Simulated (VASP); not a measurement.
# V (P-1) in VASP: notebook

The runs below take V through single point, with PBE.

Everything below comes from runs of VASP 6.6.1. Logs are shortened: lines on timing, memory, paths and dates and some standing lists are left out, and cuts for length are marked.

## Step 1: The cell of the first run

The typed cell holds 1 atom: a = 2.764 Å, b = 2.587 Å, c = 2.694 Å, α = 57.81°, β = 58.52°, γ = 63.76°.

## Step 2: Single point, PBE, collinear spin, ferromagnetic start

The input, INCAR:

```
SYSTEM = V
PREC = Accurate
ENCUT = 520
EDIFF = 1E-7
ISMEAR = -1
SIGMA = 0.05
LREAL = .False.
LASPH = .True.
NELM = 150
ALGO = Fast
ISIF = 2
LWAVE = .False.
LCHARG = .True.
ISPIN = 2
MAGMOM = 2
LORBIT = 11
LMAXMIX = 4
GGA = PE
LELF = .True.
LVHAR = .True.
NBANDS = 16
```

The input, KPOINTS:

```
regular mesh
0
Gamma
  8 9 9
  0 0 0
```

The input, POSCAR:

```
V
1.0
   -0.0756486300      2.0481251500      1.8548618400
    1.9021292400      0.0263380700      1.7528751400
    1.8823854000      1.9263946100      0.0460819200
V
1
Direct
    0.0000000000      0.0000000000      0.0000000000
```

Potentials or basis: VASP PAW PBE potentials, release 64 (V_sv).

Launch:

```
$ cat potpaw_PBE.64/V_sv/POTCAR > POTCAR
$ mpirun -np 1 vasp_std > vasp.out
```

OUTCAR:

```text
SYSTEM = V
   PREC = Accurate
   ENCUT = 520
   EDIFF = 1E-7
   ISMEAR = -1
   LREAL = .False.
   LASPH = .True.
   NELM = 150
   ISIF = 2
   ISPIN = 2
   LORBIT = 11
   GGA = PE

 ion  position               nearest neighbor table
   1  0.000  0.000  0.000-

  LATTYP: Found a triclinic cell.
 ALAT       =     7.4671740081
 B/A-ratio  =     1.0085986732
 C/A-ratio  =     0.8045037910
 COS(alpha) =     0.0139530322
 COS(beta)  =     0.5079664306
 COS(gamma) =     0.8674479337

  Lattice vectors:

 A1 = (  -1.8659682900,   1.7256498600,  -7.0213234200)
 A2 = (   1.9941949800,   1.6302573900,  -7.0772282000)
 A3 = (  -5.7622925100,   0.0690544000,  -1.6969703600)

Analysis of symmetry for initial positions (statically):
=====================================================================
 Subroutine PRICEL returns:
 Original cell was already a primitive cell.

 Routine SETGRP: Setting up the symmetry group for a
 triclinic supercell.

 Subroutine GETGRP returns: Found  2 space group operations
 (whereof  2 operations were pure point group operations)
 out of a pool of  2 trial point group operations.

The static configuration has the point symmetry S_2 .

Analysis of symmetry for dynamics (positions and initial velocities):
=====================================================================
 Subroutine PRICEL returns:
 Original cell was already a primitive cell.

 Routine SETGRP: Setting up the symmetry group for a
 triclinic supercell.

 Subroutine GETGRP returns: Found  2 space group operations
 (whereof  2 operations were pure point group operations)
 out of a pool of  2 trial point group operations.

The dynamic configuration has the point symmetry S_2 .

Analysis of structural, dynamic, and magnetic symmetry:
=====================================================================
 Subroutine PRICEL returns:
 Original cell was already a primitive cell.

 Routine SETGRP: Setting up the symmetry group for a
 triclinic supercell.

 Subroutine GETGRP returns: Found  2 space group operations
 (whereof  2 operations were pure point group operations)
 out of a pool of  2 trial point group operations.

The overall configuration has the point symmetry S_2 .

 Subroutine INISYM returns: Found  2 space group operations
 (whereof  2 operations are pure point group operations),
 and found     1 'primitive' translations

----------------------------------------------------------------------------------------

                                     Primitive cell

  volume of cell :      13.5385

  direct lattice vectors                    reciprocal lattice vectors
    -0.075648630  2.048125150  1.854861840    -0.249326908  0.237244140  0.266991892
     1.902129240  0.026338070  1.752875140     0.256956904 -0.258156192  0.295533939
     1.882385400  1.926394610  0.046081920     0.261568922  0.270398206 -0.287903942

  length of vectors
     2.764245248  2.586766436  2.693788138     0.435583929  0.469054132  0.473732172

  position of ions in fractional coordinates (direct lattice)
     0.000000000  0.000000000  0.000000000

  ion indices of the primitive-cell ions
   primitive index   ion index
                 1           1

----------------------------------------------------------------------------------------

 KPOINTS: regular mesh

Automatic generation of k-mesh.
 Grid dimensions read from file:
 generate k-points for:    8    9    9

 Generating k-lattice:

  Cartesian coordinates                     Fractional coordinates (reciprocal lattice)
    -0.031165864  0.029655517  0.033373986     0.125000000  0.000000000 -0.000000000
     0.028550767 -0.028684021  0.032837104    -0.000000000  0.111111111  0.000000000
     0.029063214  0.030044245 -0.031989327     0.000000000 -0.000000000  0.111111111

  Length of vectors
     0.054447991  0.052117126  0.052636908

  Shift w.r.t. Gamma in fractional coordinates (k-lattice)
     0.000000000  0.000000000  0.000000000

 Subroutine IBZKPT returns following result:
 ===========================================

 Found    325 irreducible k-points:

 Following reciprocal coordinates:
            Coordinates               Weight
  0.000000  0.000000  0.000000      1.000000
  0.125000 -0.000000 -0.000000      2.000000
  0.250000 -0.000000 -0.000000      2.000000
  0.375000  0.000000 -0.000000      2.000000
  0.500000 -0.000000 -0.000000      1.000000
  0.000000  0.111111  0.000000      2.000000
[... 16 lines left out ...]
  0.125000  0.333333  0.000000      2.000000
  0.250000  0.333333  0.000000      2.000000
 [... further k-points ...]
   k-points           NKPTS =    325   k-points in BZ     NKDIM =    325   number of bands    NBANDS=     16
   number of dos      NEDOS =    301   number of ions     NIONS =      1
   total plane-waves  NPLWV =   9600
   dimension x,y,z NGX =    24 NGY =   20 NGZ =   20
   dimension x,y,z NGXF=    48 NGYF=   40 NGZF=   40
   ions per type =               1
   NGX,Y,Z   is equivalent  to a cutoff of  14.43, 12.85, 12.34 a.u.
   NGXF,Y,Z  is equivalent  to a cutoff of  28.87, 25.71, 24.69 a.u.
 SYSTEM =  V
   PREC   = accura    normal or accurate (medium, high low for compatibility)
   ISTART =      0    job   : 0-new  1-cont  2-samecut
   ICHARG =      2    charge: 1-file 2-atom 10-const
   ISPIN  =      2    spin polarized calculation?
   LNONCOLLINEAR =      F non collinear calculations
   LSORBIT =      F    spin-orbit coupling
   LASPH  =      T    aspherical Exc in radial PAW
   ENCUT  =  520.0 eV  38.22 Ry    6.18 a.u.   5.14  4.81  5.01*2*pi/ulx,y,z
   NELM   =    150;   NELMIN=  2; NELMDL= -5     # of ELM steps
   EDIFF  = 0.1E-06   stopping-criterion for ELM
   LREAL  =      F    real-space projection
   EDIFFG = 0.1E-05   stopping-criterion for IOM
   NSW    =      0    number of steps for IOM
   IBRION =     -1    ionic relax: 0-MD 1-quasi-New 2-CG
   NFREE  =      0    steps in history (QN), initial steepest desc. (CG)
   ISIF   =      2    stress and relaxation
   ISYM   =      2    0-nonsym 1-usesym 2-fastsym
   POTIM  = 0.5000    time-step for ionic-motion
   TEBEG  =    0.0;   TEEND  =   0.0 temperature during run
   PSTRESS=    0.0 pullay stress
   NELECT =      13.0000    total number of electrons
   NUPDOWN=      -1.0000    fix difference up-down
   EMIN   =  10.00;   EMAX   =-10.00  energy-range for DOS
   EFERMI =   0.00;   METHOD = LEGACY
   ISMEAR =    -1;   SIGMA  =   0.05  broadening in eV -4-tet -1-fermi 0-gaus
   EFERMI_NEDOS =   21; number of points for ismear=-14 and -15
   IALGO  =     68    algorithm
   IMIX   =      4    mixing-type and parameters
     AMIX     =   0.40;   BMIX     =  1.00
     AMIX_MAG =   1.60;   BMIX_MAG =  1.00
  volume/ion in A,a.u.               =      13.54        91.36
  Fermi-wavevector in a.u.,A,eV,Ry     =   1.615098  3.052093 35.491376  2.608543
  Thomas-Fermi vector in A             =   2.709901
   LORBIT       =     11    0 simple, 1 ext, 2 COOP (PROOUT), +10 PAW based schemes
   GGA     = PE    functional components
   LHFCALC =     F    Hartree Fock is set to
   AEXX    =    0.0000 exact exchange contribution
   IVDW    =     0    specifies the selected vdW correction
   LEPSILON=     F    determine dielectric tensor
   LRPA    =     F    only Hartree local field effects (RPA)
 spin polarized calculation
 RMM-DIIS sequential band-by-band and
  energy-cutoff  :      520.00
  volume of cell :       13.54
 maximum number of plane-waves:       375
 NGX is ok and might be reduce to    24
   NGX = 11   NGY =  9   NGZ =  9

 number of electron      12.9999995 magnetization      -0.0001991

 number of electron      12.9999995 magnetization       0.0001626

 Free energy of the ion-electron system (eV)
  ---------------------------------------------------
  ext. energy  EPLUGINS =         0.00000000
  ---------------------------------------------------
  free energy    TOTEN  =        -8.79985093 eV

  energy without entropy =       -8.78511989  energy(sigma->0) =       -8.79248541

 E-fermi :   9.8735     XC(G=0): -12.8698

 val. band max:        9.8709359414   @ k =   0.2500  -0.1111   0.2222
 cond. band min:       9.8746505329   @ k =   0.2500   0.2222   0.4444
 fundamental gap:      0.0037145915
 Fermi energy:         9.8735449796

 spin component 1

 k-point     1 :       0.0000    0.0000    0.0000
  band No.  band energies     occupation
      1     -54.0659      1.00000
      2     -27.4867      1.00000
      3     -27.3479      1.00000
      4     -27.2716      1.00000
      5       3.0826      1.00000
      6       9.4638      0.99972
[... 8 lines left out ...]
     15      36.4365      0.00000
     16      37.8739      0.00000
[... 419 lines left out ...]
 k-point    24 :       0.2500    0.3333    0.0000
  band No.  band energies     occupation
      1     -53.8719      1.00000
      2     -27.9901      1.00000
      3     -27.6415      1.00000
      4     -27.5962      1.00000
      5       6.5614      1.00000
      6       8.2592      1.00000
[... 8 lines left out ...]
     15      35.4769      0.00000
     16      40.4976      0.00000

 [... further k-points ...]

 spin component 2

 k-point     1 :       0.0000    0.0000    0.0000
  band No.  band energies     occupation
      1     -54.0658      1.00000
      2     -27.4866      1.00000
      3     -27.3478      1.00000
      4     -27.2714      1.00000
      5       3.0827      1.00000
      6       9.4640      0.99972
[... 8 lines left out ...]
     15      36.4366      0.00000
     16      37.8736      0.00000
[... 419 lines left out ...]
 k-point    24 :       0.2500    0.3333    0.0000
  band No.  band energies     occupation
      1     -53.8718      1.00000
      2     -27.9900      1.00000
      3     -27.6413      1.00000
      4     -27.5961      1.00000
      5       6.5615      1.00000
      6       8.2592      1.00000
[... 8 lines left out ...]
     15      35.4770      0.00000
     16      40.4989      0.00000

 [... further k-points ...]

------------------------ aborting loop because EDIFF is reached ----------------------------------------

  FORCE on cell =-STRESS in cart. coord.  units (eV):
  Direction    XX          YY          ZZ          XY          YZ          ZX
  --------------------------------------------------------------------------------------
  -------------------------------------------------------------------------------------
  Total        0.7308352      0.9368171     -0.6836444      0.1218014     -0.1944670      0.0635265
  in kB       86.4886481    110.8649922    -80.9039848     14.4142472    -23.0136494      7.5178599
  external PRESSURE =      38.8165518 kB  Pullay stress =       0.0000000 kB

 VOLUME and BASIS-vectors are now :
 -----------------------------------------------------------------------------
  energy-cutoff  :      520.00
  volume of cell :       13.54
      direct lattice vectors                 reciprocal lattice vectors
    -0.075648630  2.048125150  1.854861840    -0.249326908  0.237244140  0.266991892
     1.902129240  0.026338070  1.752875140     0.256956904 -0.258156192  0.295533939
     1.882385400  1.926394610  0.046081920     0.261568922  0.270398206 -0.287903942

 POSITION                                       TOTAL-FORCE (eV/Angst)
 -----------------------------------------------------------------------------------
      0.00000      0.00000      0.00000         0.000000      0.000000     -0.000000
 -----------------------------------------------------------------------------------
    total drift:                                0.000000      0.000000      0.000000

  FREE ENERGIE OF THE ION-ELECTRON SYSTEM (eV)
  ---------------------------------------------------
  free  energy   TOTEN  =        -8.7998509283 eV

  energy  without entropy=       -8.7851198943  energy(sigma->0) =       -8.79248541

 total charge

# of ion       s       p       d       tot
------------------------------------------
    1        2.348   6.226   3.079  11.653

 magnetization (x)

# of ion       s       p       d       tot
------------------------------------------
    1        0.000   0.000   0.000   0.000
```

Wall time 53 s (1 thread of Intel Xeon 6975P-C (Granite Rapids), shared host); peak memory 0.21 GiB.

What came out:

- Free energy: -8.7999 eV
- Pressure: 3.9 GPa
- Net moment: 0.00 μB per cell
- Valence electrons inside the program's atomic spheres: V 11.65

Levels at points of the mesh, in eV from the Fermi level:
Spin up:
| k point | band 2 | band 3 | band 4 | band 5 | band 6 | band 7 | band 8 | band 9 | band 10 | band 11 |
| --- | --- | --- | --- | --- | --- | --- | --- | --- | --- | --- |
| (0.00, 0.00, 0.00) | -37.36 | -37.22 | -37.15 | -6.79 | -0.41 | 0.20 | 0.99 | 1.70 | 2.51 | 17.76 |
| (0.50, 0.00, 0.00) | -38.10 | -37.33 | -37.19 | -3.35 | -0.21 | 0.20 | 0.87 | 3.00 | 3.34 | 8.52 |
Spin down:
| k point | band 4 | band 5 | band 6 | band 7 | band 8 | band 9 |
| --- | --- | --- | --- | --- | --- | --- |
| (0.00, 0.00, 0.00) | -37.14 | -6.79 | -0.41 | 0.20 | 0.99 | 1.70 |
| (0.50, 0.00, 0.00) | -37.19 | -3.35 | -0.21 | 0.20 | 0.87 | 3.00 |

Caveat: the stress differs along the axes, from -8 to 11 GPa; the moments typed at the start vanished in this run.

## Step 3: Single point, PBE, collinear spin, ferromagnetic start

The input, INCAR:

```
PREC = Accurate ; ENCUT = 520
EDIFF = 1E-6 ; ISMEAR = 0
SIGMA = 0.05 ; LREAL = False
LASPH = True ; NELM = 150
ALGO = Normal ; ISIF = 2
LWAVE = False ; LCHARG = False
ISPIN = 2 ; MAGMOM = 2
LORBIT = 11 ; LMAXMIX = 4
GGA = PE ; NBANDS = 16
```

The input, KPOINTS:

```
Automatic mesh
0
Gamma
  8 9 9
```

POSCAR is that of step 2.

Potentials or basis: VASP PAW PBE potentials, release 64 (V_sv).

Launch:

```
$ cat potpaw_PBE.64/V_sv/POTCAR > POTCAR
$ mpirun -np 1 vasp_std > vasp.out
```

Run time: 44 s. Hardware: 1 thread of Intel Xeon 6975P-C (Granite Rapids), shared host; peak memory 0.21 GiB.

The run converged. Its results:

```yaml
Free_energy: -8.7936 eV
Pressure: 3.8 GPa
Net_moment: 0.00 μB per cell
Valence_electrons_inside_the_program's_atomic_spheres: V 11.65
```

Stress tensor (GPa, compression positive):
```
 8.61  1.64  0.53
 1.64 11.18 -2.55
 0.53 -2.55 -8.25
```

Levels at points of the mesh, in eV from the Fermi level:
Spin up:
| k point | band 4 | band 5 | band 6 | band 7 | band 8 | band 9 |
| --- | --- | --- | --- | --- | --- | --- |
| (0.00, 0.00, 0.00) | -37.14 | -6.78 | -0.41 | 0.20 | 1.00 | 1.70 |
| (0.50, 0.00, 0.00) | -37.19 | -3.35 | -0.21 | 0.20 | 0.87 | 3.00 |
Spin down:
```
           k point  band 3  band 4  band 5  band 6  band 7  band 8  band 9  band 10
(0.00, 0.00, 0.00)  -37.22  -37.14   -6.78   -0.41    0.20    1.00    1.70     2.52
(0.50, 0.00, 0.00)  -37.32  -37.19   -3.35   -0.21    0.20    0.87    3.00     3.34
```

Caveat: the stress differs along the axes, from -8 to 11 GPa; the moments typed at the start vanished in this run.
